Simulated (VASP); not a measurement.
# GaP (R-3m) in VASP: notebook

The runs below take GaP through single point, with LDA.

All numbers are computed with VASP 6.6.1; they aren't measurements. Logs are shortened: lines on timing, memory, paths and dates and some standing lists are left out, and cuts for length are marked.

## Step 1: The cell of the first run

Symmetry: R-3m, No. 166, trigonal system. The conventional cell has a = 3.544 Å, b = 3.544 Å, c = 19.932 Å, α = 90.00°, β = 90.00°, γ = 120.00°. Ga (site symmetry 3m) has 3 P at 2.23 Å and 1 Ga at 2.55 Å within 3.0 Å. Within 3.0 Å of P (site symmetry 3m) lie 3 Ga at 2.23 Å and 1 P at 2.31 Å.

## Step 2: Single point, LDA (18.07 Å³/atom)

Contents of INCAR:

```
PREC     = Accurate       # precision mode
ENCUT    = 520            # plane-wave cutoff, eV
EDIFF    = 1E-6           # SCF threshold, eV
ISMEAR   = 0              # smearing method
SIGMA    = 0.05           # smearing width, eV
LREAL    = False          # projectors in reciprocal space
LASPH    = True           # aspherical terms in the spheres
NELM     = 60             # most SCF steps
ALGO     = Normal         # electronic algorithm
ISIF     = 2              # what is computed and relaxed
LWAVE    = False          # write WAVECAR
LCHARG   = True           # write CHGCAR
GGA      = CA             # functional
LELF     = True           # ELF
LVHAR    = True         
NBANDS   = 26             # bands
```

Contents of KPOINTS:

```
regular mesh
0
Gamma
  9 9 9
```

Contents of POSCAR:

```
GaP
1.0
    1.7721329643      1.0231414440      6.6440809097
   -1.7721329643      1.0231414440      6.6440809097
    0.0000000000     -2.0462828879      6.6440809097
Ga P
2 2
Direct
    0.4359784395      0.4359784395      0.4359784395
    0.5640215605      0.5640215605      0.5640215605
    0.0580350955      0.0580350955      0.0580350955
    0.9419649045      0.9419649045      0.9419649045
```

Potentials or basis: VASP PAW LDA potentials, release 64 (Ga_d, P).

The run is started by

```console
cat potpaw_LDA.64/Ga_d/POTCAR potpaw_LDA.64/P/POTCAR > POTCAR
mpirun -np 1 vasp_std > vasp.out
```

OUTCAR:

```text
PREC = Accurate
   ENCUT = 520
   EDIFF = 1E-6
   ISMEAR = 0
   LREAL = False
   LASPH = True
   NELM = 60
   ISIF = 2
   GGA = CA

 ion  position               nearest neighbor table
   1  0.436  0.436  0.436-   3 2.23   3 2.23   3 2.23   2 2.55
   2  0.564  0.564  0.564-   4 2.23   4 2.23   4 2.23   1 2.55
   3  0.058  0.058  0.058-   1 2.23   1 2.23   1 2.23   4 2.31
   4  0.942  0.942  0.942-   2 2.23   2 2.23   2 2.23   3 2.31

  LATTYP: Found a trigonal (rhomboedric) cell.
 ALAT       =     6.9520561557
 COS(alpha) =     0.8700440821

  Lattice vectors:

 A1 = (   1.7721329643,   1.0231414440,   6.6440809097)
 A2 = (  -1.7721329643,   1.0231414440,   6.6440809097)
 A3 = (   0.0000000000,  -2.0462828879,   6.6440809097)

Analysis of symmetry for initial positions (statically):
=====================================================================
 Subroutine PRICEL returns:
 Original cell was already a primitive cell.

 Routine SETGRP: Setting up the symmetry group for a
 trigonal (rhombohedral) supercell.

 Subroutine GETGRP returns: Found 12 space group operations
 (whereof 12 operations were pure point group operations)
 out of a pool of 12 trial point group operations.

The static configuration has the point symmetry D_3d.

Analysis of symmetry for dynamics (positions and initial velocities):
=====================================================================
 Subroutine PRICEL returns:
 Original cell was already a primitive cell.

 Routine SETGRP: Setting up the symmetry group for a
 trigonal (rhombohedral) supercell.

 Subroutine GETGRP returns: Found 12 space group operations
 (whereof 12 operations were pure point group operations)
 out of a pool of 12 trial point group operations.

The dynamic configuration has the point symmetry D_3d.

 Subroutine INISYM returns: Found 12 space group operations
 (whereof 12 operations are pure point group operations),
 and found     1 'primitive' translations

----------------------------------------------------------------------------------------

                                     Primitive cell

  volume of cell :      72.2800

  direct lattice vectors                    reciprocal lattice vectors
     1.772132964  1.023141444  6.644080910     0.282145872  0.162896995  0.050169969
    -1.772132964  1.023141444  6.644080910    -0.282145872  0.162896995  0.050169969
     0.000000000 -2.046282888  6.644080910     0.000000000 -0.325793990  0.050169969

  length of vectors
     6.952056156  6.952056156  6.952056156     0.329634267  0.329634267  0.329634267

  position of ions in fractional coordinates (direct lattice)
     0.435978439  0.435978439  0.435978439
     0.564021561  0.564021561  0.564021561
     0.058035096  0.058035096  0.058035096
     0.941964904  0.941964904  0.941964904

  ion indices of the primitive-cell ions
   primitive index   ion index
                 1           1
                 2           2
                 3           3
                 4           4

----------------------------------------------------------------------------------------

 KPOINTS: regular mesh

Automatic generation of k-mesh.
 Grid dimensions read from file:
 generate k-points for:    9    9    9

 Generating k-lattice:

  Cartesian coordinates                     Fractional coordinates (reciprocal lattice)
     0.031349541  0.018099666  0.005574441     0.111111111  0.000000000  0.000000000
    -0.031349541  0.018099666  0.005574441     0.000000000  0.111111111  0.000000000
     0.000000000 -0.036199332  0.005574441     0.000000000  0.000000000  0.111111111

  Length of vectors
     0.036626030  0.036626030  0.036626030

  Shift w.r.t. Gamma in fractional coordinates (k-lattice)
     0.000000000  0.000000000  0.000000000

 Subroutine IBZKPT returns following result:
 ===========================================

 Found     85 irreducible k-points:

 Following reciprocal coordinates:
            Coordinates               Weight
  0.000000  0.000000  0.000000      1.000000
  0.111111 -0.000000  0.000000      6.000000
  0.222222 -0.000000  0.000000      6.000000
  0.333333 -0.000000  0.000000      6.000000
  0.444444 -0.000000  0.000000      6.000000
  0.111111  0.111111  0.000000      6.000000
[... 16 lines left out ...]
 -0.333333  0.333333  0.000000      6.000000
  0.444444  0.444444  0.000000      6.000000
 [... further k-points ...]
   k-points           NKPTS =     85   k-points in BZ     NKDIM =     85   number of bands    NBANDS=     26
   number of dos      NEDOS =    301   number of ions     NIONS =      4
   total plane-waves  NPLWV = 157464
   dimension x,y,z NGX =    54 NGY =   54 NGZ =   54
   dimension x,y,z NGXF=   108 NGYF=  108 NGZF=  108
   ions per type =               2   2
   NGX,Y,Z   is equivalent  to a cutoff of  12.91, 12.91, 12.91 a.u.
   NGXF,Y,Z  is equivalent  to a cutoff of  25.83, 25.83, 25.83 a.u.
 SYSTEM =  unknown system
   PREC   = accura    normal or accurate (medium, high low for compatibility)
   ISTART =      0    job   : 0-new  1-cont  2-samecut
   ICHARG =      2    charge: 1-file 2-atom 10-const
   ISPIN  =      1    spin polarized calculation?
   LNONCOLLINEAR =      F non collinear calculations
   LSORBIT =      F    spin-orbit coupling
   LASPH  =      T    aspherical Exc in radial PAW
   ENCUT  =  520.0 eV  38.22 Ry    6.18 a.u.  12.93 12.93 12.93*2*pi/ulx,y,z
   NELM   =     60;   NELMIN=  2; NELMDL= -5     # of ELM steps
   EDIFF  = 0.1E-05   stopping-criterion for ELM
   LREAL  =      F    real-space projection
[... 7 lines left out ...]
   TEBEG  =    0.0;   TEEND  =   0.0 temperature during run
   PSTRESS=    0.0 pullay stress
   NELECT =      36.0000    total number of electrons
   NUPDOWN=      -1.0000    fix difference up-down
   EMIN   =  10.00;   EMAX   =-10.00  energy-range for DOS
   EFERMI =   0.00;   METHOD = LEGACY
   ISMEAR =     0;   SIGMA  =   0.05  broadening in eV -4-tet -1-fermi 0-gaus
   EFERMI_NEDOS =   21; number of points for ismear=-14 and -15
   IALGO  =     38    algorithm
   IMIX   =      4    mixing-type and parameters
     AMIX     =   0.40;   BMIX     =  1.00
     AMIX_MAG =   1.60;   BMIX_MAG =  1.00
  volume/ion in A,a.u.               =      18.07       121.94
  Fermi-wavevector in a.u.,A,eV,Ry     =   1.297686  2.452271 22.912060  1.683989
  Thomas-Fermi vector in A             =   2.429063
   LORBIT       =      0    0 simple, 1 ext, 2 COOP (PROOUT), +10 PAW based schemes
   GGA     = CA    functional components
   LHFCALC =     F    Hartree Fock is set to
   AEXX    =    0.0000 exact exchange contribution
   IVDW    =     0    specifies the selected vdW correction
   LEPSILON=     F    determine dielectric tensor
   LRPA    =     F    only Hartree local field effects (RPA)
 non-spin polarized calculation
 Gauss-broadening in eV      SIGMA  =   0.05
  energy-cutoff  :      520.00
  volume of cell :       72.28
 maximum number of plane-waves:      1984
 NGX is ok and might be reduce to    54
   NGX = 25   NGY = 25   NGZ = 25

 number of electron      36.0000001 magnetization

 Free energy of the ion-electron system (eV)
  ---------------------------------------------------
  ext. energy  EPLUGINS =         0.00000000
  ---------------------------------------------------
  free energy    TOTEN  =       -19.73010971 eV

  energy without entropy =      -19.72963988  energy(sigma->0) =      -19.72987479

 E-fermi :   6.2591     XC(G=0): -10.6914

 val. band max:        6.2368268971   @ k =   0.1111   0.1111   0.1111
 cond. band min:       6.2593849571   @ k =   0.0000   0.0000   0.0000
 fundamental gap:      0.0225580600
 Fermi energy:         6.2591092849

 k-point     1 :       0.0000    0.0000    0.0000
  band No.  band energies     occupation
      1      -9.1674      2.00000
      2      -9.0675      2.00000
      3      -9.0675      2.00000
      4      -9.0627      2.00000
      5      -9.0627      2.00000
      6      -8.9459      2.00000
[... 18 lines left out ...]
     25      10.8802      0.00000
     26      15.0577      0.00000

 k-point     2 :       0.1111   -0.0000    0.0000
  band No.  band energies     occupation
      1      -9.1744      2.00000
      2      -9.0897      2.00000
      3      -9.0772      2.00000
      4      -9.0611      2.00000
      5      -9.0524      2.00000
      6      -8.9524      2.00000
[... 18 lines left out ...]
     25      11.4477      0.00000
     26      14.1148      0.00000

 k-point     3 :       0.2222   -0.0000    0.0000
  band No.  band energies     occupation
      1      -9.2063      2.00000
      2      -9.1377      2.00000
      3      -9.0781      2.00000
      4      -9.0474      2.00000
      5      -9.0265      2.00000
      6      -8.9674      2.00000
[... 18 lines left out ...]
     25      12.7532      0.00000
     26      13.1298      0.00000

 k-point     4 :       0.3333   -0.0000    0.0000
  band No.  band energies     occupation
      1      -9.2464      2.00000
      2      -9.1796      2.00000
      3      -9.0643      2.00000
      4      -9.0365      2.00000
      5      -8.9982      2.00000
      6      -8.9835      2.00000
[... 18 lines left out ...]
     25      13.4353      0.00000
     26      13.4777      0.00000
[... 496 lines left out ...]
      1      -9.2567      2.00000
      2      -9.1899      2.00000
      3      -9.0626      2.00000
      4      -9.0350      2.00000
      5      -9.0134      2.00000
      6      -8.9570      2.00000
[... 18 lines left out ...]
     25      14.1615      0.00000
     26      14.6141      0.00000

 k-point    23 :      -0.3333    0.3333    0.0000
  band No.  band energies     occupation
      1      -9.2595      2.00000
      2      -9.1867      2.00000
      3      -9.0597      2.00000
      4      -9.0276      2.00000
      5      -9.0276      2.00000
      6      -8.9395      2.00000
[... 18 lines left out ...]
     25      13.2819      0.00000
     26      15.0749      0.00000

 k-point    24 :       0.4444    0.4444    0.0000
  band No.  band energies     occupation
      1      -9.2638      2.00000
      2      -9.2004      2.00000
      3      -9.0604      2.00000
      4      -9.0369      2.00000
      5      -8.9931      2.00000
      6      -8.9782      2.00000
[... 18 lines left out ...]
     25      14.2935      0.00000
     26      15.8590      0.00000

 [... further k-points ...]
[... 5 lines left out ...]
  --------------------------------------------------------------------------------------
  -------------------------------------------------------------------------------------
  Total        8.6322484      8.6322484     -3.7912844      0.0000000     -0.0000000      0.0000000
  in kB      191.3446690    191.3446690    -84.0385978      0.0000000     -0.0000000      0.0000000
  external PRESSURE =      99.5502467 kB  Pullay stress =       0.0000000 kB

 VOLUME and BASIS-vectors are now :
 -----------------------------------------------------------------------------
  energy-cutoff  :      520.00
  volume of cell :       72.28
      direct lattice vectors                 reciprocal lattice vectors
     1.772132964  1.023141444  6.644080910     0.282145872  0.162896995  0.050169969
    -1.772132964  1.023141444  6.644080910    -0.282145872  0.162896995  0.050169969
     0.000000000 -2.046282888  6.644080910     0.000000000 -0.325793990  0.050169969

 POSITION                                       TOTAL-FORCE (eV/Angst)
 -----------------------------------------------------------------------------------
      0.00000      0.00000      8.69003         0.000000      0.000000      1.054678
      0.00000      0.00000     11.24221         0.000000     -0.000000     -1.054678
      0.00000      0.00000      1.15677         0.000000     -0.000000     -1.382601
      0.00000      0.00000     18.77547         0.000000      0.000000      1.382601
 -----------------------------------------------------------------------------------
    total drift:                                0.000000      0.000000      0.000000

  FREE ENERGIE OF THE ION-ELECTRON SYSTEM (eV)
  ---------------------------------------------------
  free  energy   TOTEN  =       -19.7301097075 eV

  energy  without entropy=      -19.7296398802  energy(sigma->0) =      -19.72987479
```

Run time: 7 min. Hardware: 1 thread of Intel Xeon 8259CL, shared host; peak memory 0.35 GiB.

What came out:

```yaml
Free_energy: -19.7301 eV
Pressure: 10.0 GPa
Largest_force: 1.383 eV/Å
Band_gap_on_the_k_mesh: 0.02 eV (least direct gap 0.03 eV)
```

Forces on the atoms (eV/Å):
```
Ga   0.000  0.000  1.055
Ga   0.000  0.000 -1.055
P    0.000  0.000 -1.383
P    0.000  0.000  1.383
```

Caveat: the stress differs along the axes, from -8 to 19 GPa; the smearing spreads over this small gap; semilocal functionals underestimate gaps, and a narrow one can read as zero; forces of over 1 eV/Å act on the atoms, so gaps and moduli don't describe the material at rest. A k mesh can miss the band edges.

## Step 3: Single point, LDA (18.59 Å³/atom)

This run uses another cell than the first one, of 18.59 Å³/atom.

Contents of INCAR:

```
SYSTEM = GaP
  PREC = Accurate
  ENCUT = 520
  EDIFF = 1E-6
  ISMEAR = 0
  SIGMA = 0.05
  LREAL = .FALSE.
  LASPH = .TRUE.
  NELM = 60
  ALGO = Normal
  ISIF = 2
  LWAVE = .FALSE.
  LCHARG = .FALSE.
  NBANDS = 26
```

Contents of KPOINTS:

```
regular mesh
0
G
  9 9 9
  0 0 0
```

Contents of POSCAR:

```
GaP
1.0
    1.7532557907      1.0122427027      6.9843866516
   -1.7532557907      1.0122427027      6.9843866516
    0.0000000000     -2.0244854054      6.9843866516
Ga P
2 2
Direct
    0.4359784395      0.4359784395      0.4359784395
    0.5640215605      0.5640215605      0.5640215605
    0.0580350955      0.0580350955      0.0580350955
    0.9419649045      0.9419649045      0.9419649045
```

Potentials or basis: VASP PAW LDA potentials, release 64 (Ga_d, P).

The run is started by

```console
cat potpaw_LDA.64/Ga_d/POTCAR potpaw_LDA.64/P/POTCAR > POTCAR
mpirun -np 1 vasp_std > vasp.out
```

Run time: 7.1 min. Hardware: 1 thread of Intel Xeon 8259CL, shared host; peak memory 0.35 GiB.

Results (log left out):

```yaml
Free_energy: -19.2831 eV
Pressure: 8.5 GPa
Largest_force: 1.483 eV/Å
Band_gap_on_the_k_mesh: zero (bands 18 and 19 overlap by 0.52 eV)
```

Forces on the atoms (eV/Å):
```
Ga   0.000  0.000  1.132
Ga   0.000  0.000 -1.132
P    0.000  0.000 -1.483
P    0.000  0.000  1.483
```

Stress tensor (GPa, compression positive):
```
 19.33   0.00   0.00
  0.00  19.33   0.00
  0.00   0.00 -13.09
```

Levels at points of the mesh, in eV from the Fermi level:
| k point | band 16 | band 17 | band 18 | band 19 | band 20 | band 21 |
| --- | --- | --- | --- | --- | --- | --- |
| (0.00, 0.00, 0.00) | -0.79 | -0.74 | 0.31 | 0.31 | 3.10 | 4.21 |

Caveat: the stress differs along the axes, from -13 to 19 GPa; semilocal functionals underestimate gaps, and a narrow one can read as zero; forces of over 1 eV/Å act on the atoms, so gaps and moduli don't describe the material at rest.
